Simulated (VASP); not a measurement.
# Te4O (P4/mmm) in VASP: single point with PBE

Aim: the single point of Te4O with PBE.

Program: VASP 6.6.1. These are calculated values, not measurements. Logs are shortened: lines on timing, memory, paths and dates and some standing lists are left out, and cuts for length are marked.

**1. The cell of the first run**

Symmetry: P4/mmm, No. 123, tetragonal system. The conventional cell has a = 3.196 Å, b = 3.196 Å, c = 13.975 Å, α = 90.00°, β = 90.00°, γ = 90.00°. Within 2.7 Å of Te (site symmetry 4mm) lie 1 O at 2.02 Å. Within 4.1 Å of Te (site symmetry 4mm) lie 6 Te at 3.10 to 3.73 Å. O (site symmetry 4/mmm) has 2 Te at 2.02 Å within 2.7 Å.

**2. Single point, PBE**

Contents of INCAR:

```
SYSTEM = Te4O
PREC = Accurate
ENCUT = 520
EDIFF = 1E-7
ISMEAR = 0
SIGMA = 0.1
LREAL = .FALSE.
LASPH = .TRUE.
NELM = 80
ALGO = Normal
ISIF = 2
LWAVE = .FALSE.
LCHARG = .FALSE.
GGA = PE
NBANDS = 23
```

Contents of KPOINTS:

```
Automatic mesh
0
G
  10 10 4
  0 0 0
```

Contents of POSCAR:

```
Te4O
1.0
    3.1960185556      0.0000000000      0.0000000000
    0.0000000000      3.1960185556      0.0000000000
    0.0000000000      0.0000000000     13.9751431086
Te O
4 1
Direct
    0.0000000000      0.0000000000      0.1443288826
    0.0000000000      0.0000000000      0.8556711174
    0.0000000000      0.0000000000      0.6336118826
    0.0000000000      0.0000000000      0.3663881174
    0.0000000000      0.0000000000      0.0000000000
```

Potentials or basis: VASP PAW PBE potentials, release 64 (Te, O).

Started as:

```sh
> cat potpaw_PBE.64/Te/POTCAR potpaw_PBE.64/O/POTCAR > POTCAR
> mpirun -np 1 vasp_std > vasp.out
```

OUTCAR:

```text
SYSTEM = Te4O
   PREC = Accurate
   ENCUT = 520
   EDIFF = 1E-7
   ISMEAR = 0
   LREAL = .FALSE.
   LASPH = .TRUE.
   NELM = 80
   ISIF = 2
   GGA = PE

 ion  position               nearest neighbor table
   1  0.000  0.000  0.144-   5 2.02   4 3.10
   2  0.000  0.000  0.856-   5 2.02   3 3.10
   3  0.000  0.000  0.634-   2 3.10
   4  0.000  0.000  0.366-   1 3.10
   5  0.000  0.000  0.000-   1 2.02   2 2.02

  LATTYP: Found a simple tetragonal cell.
 ALAT       =     3.1960185556
 C/A-ratio  =     4.3726727068

  Lattice vectors:

 A1 = (   3.1960185556,   0.0000000000,   0.0000000000)
 A2 = (   0.0000000000,   3.1960185556,   0.0000000000)
 A3 = (   0.0000000000,   0.0000000000,  13.9751431086)

Analysis of symmetry for initial positions (statically):
=====================================================================
 Subroutine PRICEL returns:
 Original cell was already a primitive cell.

 Routine SETGRP: Setting up the symmetry group for a
 simple tetragonal supercell.

 Subroutine GETGRP returns: Found 16 space group operations
 (whereof 16 operations were pure point group operations)
 out of a pool of 16 trial point group operations.

The static configuration has the point symmetry D_4h.

Analysis of symmetry for dynamics (positions and initial velocities):
=====================================================================
 Subroutine PRICEL returns:
 Original cell was already a primitive cell.

 Routine SETGRP: Setting up the symmetry group for a
 simple tetragonal supercell.

 Subroutine GETGRP returns: Found 16 space group operations
 (whereof 16 operations were pure point group operations)
 out of a pool of 16 trial point group operations.

The dynamic configuration has the point symmetry D_4h.

 Subroutine INISYM returns: Found 16 space group operations
 (whereof 16 operations are pure point group operations),
 and found     1 'primitive' translations

----------------------------------------------------------------------------------------

                                     Primitive cell

  volume of cell :     142.7496

  direct lattice vectors                    reciprocal lattice vectors
     3.196018556  0.000000000  0.000000000     0.312889297  0.000000000  0.000000000
     0.000000000  3.196018556  0.000000000     0.000000000  0.312889297  0.000000000
     0.000000000  0.000000000 13.975143109     0.000000000  0.000000000  0.071555618

  length of vectors
     3.196018556  3.196018556 13.975143109     0.312889297  0.312889297  0.071555618

  position of ions in fractional coordinates (direct lattice)
     0.000000000  0.000000000  0.144328883
     0.000000000  0.000000000  0.855671117
     0.000000000  0.000000000  0.633611883
     0.000000000  0.000000000  0.366388117
     0.000000000  0.000000000  0.000000000

  ion indices of the primitive-cell ions
   primitive index   ion index
                 1           1
                 2           2
                 3           3
                 4           4
                 5           5

----------------------------------------------------------------------------------------

 KPOINTS: Automatic mesh

Automatic generation of k-mesh.
 Grid dimensions read from file:
 generate k-points for:   10   10    4

 Generating k-lattice:

  Cartesian coordinates                     Fractional coordinates (reciprocal lattice)
     0.031288930  0.000000000  0.000000000     0.100000000  0.000000000  0.000000000
     0.000000000  0.031288930  0.000000000     0.000000000  0.100000000  0.000000000
     0.000000000  0.000000000  0.017888904     0.000000000  0.000000000  0.250000000

  Length of vectors
     0.031288930  0.031288930  0.017888904

  Shift w.r.t. Gamma in fractional coordinates (k-lattice)
     0.000000000  0.000000000  0.000000000

 Subroutine IBZKPT returns following result:
 ===========================================

 Found     63 irreducible k-points:

 Following reciprocal coordinates:
            Coordinates               Weight
  0.000000  0.000000  0.000000      1.000000
  0.100000  0.000000  0.000000      4.000000
  0.200000  0.000000  0.000000      4.000000
  0.300000  0.000000  0.000000      4.000000
  0.400000  0.000000  0.000000      4.000000
  0.500000  0.000000  0.000000      2.000000
[... 16 lines left out ...]
  0.100000  0.000000  0.250000      8.000000
  0.200000  0.000000  0.250000      8.000000
 [... further k-points ...]
   k-points           NKPTS =     63   k-points in BZ     NKDIM =     63   number of bands    NBANDS=     23
   number of dos      NEDOS =    301   number of ions     NIONS =      5
   total plane-waves  NPLWV =  62208
   dimension x,y,z NGX =    24 NGY =   24 NGZ =  108
   dimension x,y,z NGXF=    48 NGYF=   48 NGZF=  216
   ions per type =               4   1
   NGX,Y,Z   is equivalent  to a cutoff of  12.48, 12.48, 12.85 a.u.
   NGXF,Y,Z  is equivalent  to a cutoff of  24.97, 24.97, 25.69 a.u.
 SYSTEM =  Te4O
   PREC   = accura    normal or accurate (medium, high low for compatibility)
   ISTART =      0    job   : 0-new  1-cont  2-samecut
   ICHARG =      2    charge: 1-file 2-atom 10-const
   ISPIN  =      1    spin polarized calculation?
   LNONCOLLINEAR =      F non collinear calculations
   LSORBIT =      F    spin-orbit coupling
   LASPH  =      T    aspherical Exc in radial PAW
   ENCUT  =  520.0 eV  38.22 Ry    6.18 a.u.   5.94  5.94 25.98*2*pi/ulx,y,z
   NELM   =     80;   NELMIN=  2; NELMDL= -5     # of ELM steps
   EDIFF  = 0.1E-06   stopping-criterion for ELM
   LREAL  =      F    real-space projection
   EDIFFG = 0.1E-05   stopping-criterion for IOM
   NSW    =      0    number of steps for IOM
   IBRION =     -1    ionic relax: 0-MD 1-quasi-New 2-CG
   NFREE  =      0    steps in history (QN), initial steepest desc. (CG)
   ISIF   =      2    stress and relaxation
   ISYM   =      2    0-nonsym 1-usesym 2-fastsym
   POTIM  = 0.5000    time-step for ionic-motion
   TEBEG  =    0.0;   TEEND  =   0.0 temperature during run
   PSTRESS=    0.0 pullay stress
   NELECT =      30.0000    total number of electrons
   NUPDOWN=      -1.0000    fix difference up-down
   EMIN   =  10.00;   EMAX   =-10.00  energy-range for DOS
   EFERMI =   0.00;   METHOD = LEGACY
   ISMEAR =     0;   SIGMA  =   0.10  broadening in eV -4-tet -1-fermi 0-gaus
   EFERMI_NEDOS =   21; number of points for ismear=-14 and -15
   IALGO  =     38    algorithm
   IMIX   =      4    mixing-type and parameters
     AMIX     =   0.40;   BMIX     =  1.00
     AMIX_MAG =   1.60;   BMIX_MAG =  1.00
  volume/ion in A,a.u.               =      28.55       192.66
  Fermi-wavevector in a.u.,A,eV,Ry     =   0.973323  1.839314 12.889582  0.947358
  Thomas-Fermi vector in A             =   2.103693
   LORBIT       =      0    0 simple, 1 ext, 2 COOP (PROOUT), +10 PAW based schemes
   GGA     = PE    functional components
   LHFCALC =     F    Hartree Fock is set to
   AEXX    =    0.0000 exact exchange contribution
   IVDW    =     0    specifies the selected vdW correction
   LEPSILON=     F    determine dielectric tensor
   LRPA    =     F    only Hartree local field effects (RPA)
 non-spin polarized calculation
 Gauss-broadening in eV      SIGMA  =   0.10
  energy-cutoff  :      520.00
  volume of cell :      142.75
 maximum number of plane-waves:      3888
 NGX is ok and might be reduce to    24
   NGX = 11   NGY = 11   NGZ = 51

 number of electron      29.9999997 magnetization

 Free energy of the ion-electron system (eV)
  ---------------------------------------------------
  ext. energy  EPLUGINS =         0.00000000
  ---------------------------------------------------
  free energy    TOTEN  =       -18.12349101 eV

  energy without entropy =      -18.11097051  energy(sigma->0) =      -18.11723076

 E-fermi :   5.7986     XC(G=0):  -9.1679

 val. band max:        5.7907453077   @ k =   0.4000   0.2000   0.5000
 cond. band min:       5.8137753763   @ k =   0.5000   0.2000   0.0000
 fundamental gap:      0.0230300686
 Fermi energy:         5.7985654871

 k-point     1 :       0.0000    0.0000    0.0000
  band No.  band energies     occupation
      1     -13.2206      2.00000
      2      -7.9442      2.00000
      3      -7.2657      2.00000
      4      -6.4909      2.00000
      5      -5.9731      2.00000
      6      -0.8788      2.00000
[... 15 lines left out ...]
     22      11.9815      0.00000
     23      12.2011      0.00000

 k-point     2 :       0.1000    0.0000    0.0000
  band No.  band energies     occupation
      1     -13.1953      2.00000
      2      -7.8370      2.00000
      3      -7.1513      2.00000
      4      -6.3762      2.00000
      5      -5.8633      2.00000
      6      -0.8224      2.00000
[... 15 lines left out ...]
     22      12.5067      0.00000
     23      12.5844      0.00000

 k-point     3 :       0.2000    0.0000    0.0000
  band No.  band energies     occupation
      1     -13.1280      2.00000
      2      -7.5319      2.00000
      3      -6.8211      2.00000
      4      -6.0463      2.00000
      5      -5.5439      2.00000
      6      -0.6676      2.00000
[... 15 lines left out ...]
     22      12.4995      0.00000
     23      12.7620      0.00000
[... 495 lines left out ...]
 k-point    23 :       0.1000    0.0000    0.2500
  band No.  band energies     occupation
      1     -13.1953      2.00000
      2      -7.8481      2.00000
      3      -7.0863      2.00000
      4      -6.5049      2.00000
      5      -5.7791      2.00000
      6      -0.9014      2.00000
[... 15 lines left out ...]
     22      12.5180      0.00000
     23      12.7005      0.00000

 k-point    24 :       0.2000    0.0000    0.2500
  band No.  band energies     occupation
      1     -13.1280      2.00000
      2      -7.5420      2.00000
      3      -6.7578      2.00000
      4      -6.1758      2.00000
      5      -5.4579      2.00000
      6      -0.7387      2.00000
[... 15 lines left out ...]
     22      12.5526      0.00000
     23      12.7883      0.00000

 [... further k-points ...]

------------------------ aborting loop because EDIFF is reached ----------------------------------------

  FORCE on cell =-STRESS in cart. coord.  units (eV):
  Direction    XX          YY          ZZ          XY          YZ          ZX
  --------------------------------------------------------------------------------------
  -------------------------------------------------------------------------------------
  Total       -0.0524707     -0.0524707     -0.1578249      0.0000000      0.0000000      0.0000000
  in kB       -0.5889146     -0.5889146     -1.7713786      0.0000000      0.0000000      0.0000000
  external PRESSURE =      -0.9830692 kB  Pullay stress =       0.0000000 kB

 VOLUME and BASIS-vectors are now :
 -----------------------------------------------------------------------------
  energy-cutoff  :      520.00
  volume of cell :      142.75
      direct lattice vectors                 reciprocal lattice vectors
     3.196018556  0.000000000  0.000000000     0.312889297  0.000000000  0.000000000
     0.000000000  3.196018556  0.000000000     0.000000000  0.312889297  0.000000000
     0.000000000  0.000000000 13.975143109     0.000000000  0.000000000  0.071555618

 POSITION                                       TOTAL-FORCE (eV/Angst)
 -----------------------------------------------------------------------------------
      0.00000      0.00000      2.01702        -0.000000     -0.000000     -0.027649
      0.00000      0.00000     11.95813         0.000000      0.000000      0.027649
      0.00000      0.00000      8.85482         0.000000     -0.000000      0.000091
      0.00000      0.00000      5.12033         0.000000     -0.000000     -0.000091
      0.00000      0.00000      0.00000         0.000000     -0.000000      0.000000
 -----------------------------------------------------------------------------------
    total drift:                               -0.000000     -0.000000     -0.000000

  FREE ENERGIE OF THE ION-ELECTRON SYSTEM (eV)
  ---------------------------------------------------
  free  energy   TOTEN  =       -18.1234910086 eV

  energy  without entropy=      -18.1109705123  energy(sigma->0) =      -18.11723076
```

It took 89 s on 1 thread of Intel Xeon 6975P-C (Granite Rapids), shared host; peak memory 0.34 GiB.

Results:

- Free energy: -18.1235 eV
- Pressure: -0.1 GPa
- Largest force: 0.028 eV/Å
- Band gap on the k mesh: zero (band 15 reaches 8.20 eV, above the bottom of band 16 at 4.01 eV)

Forces on the atoms (eV/Å):
```
Te   0.000  0.000 -0.028
Te   0.000  0.000  0.028
Te   0.000  0.000  0.000
Te   0.000  0.000  0.000
O    0.000  0.000  0.000
```

Levels at points of the mesh, in eV from the Fermi level:
| k point | band 11 | band 12 | band 13 | band 14 | band 15 | band 16 | band 17 | band 18 |
| --- | --- | --- | --- | --- | --- | --- | --- | --- |
| (0.00, 0.00, 0.00) | -0.32 | 1.37 | 1.37 | 1.68 | 1.68 | 2.41 | 2.41 | 2.58 |
| (0.50, 0.00, 0.00) | -2.83 | -2.54 | -2.36 | -0.60 | 1.42 | 2.69 | 3.00 | 3.24 |
| (0.50, 0.50, 0.00) | -3.65 | -3.65 | -3.12 | -3.12 | -1.79 | -1.79 | -1.30 | 0.84 |
| (0.00, 0.00, 0.50) | 0.82 | 1.33 | 1.33 | 1.81 | 1.81 | 1.98 | 2.21 | 2.21 |
| (0.50, 0.00, 0.50) | -2.51 | -2.36 | -1.98 | -1.81 | 2.40 | 2.65 | 3.04 | 3.11 |
| (0.50, 0.50, 0.50) | -3.41 | -3.41 | -3.33 | -3.33 | -1.76 | -1.76 | -0.48 | -0.31 |

Caveat: spin-orbit coupling is left out, which moves the levels of the heavy elements; this functional lacks dispersion, which binds the layers, so the pressure and a relaxed spacing across them are unreliable.
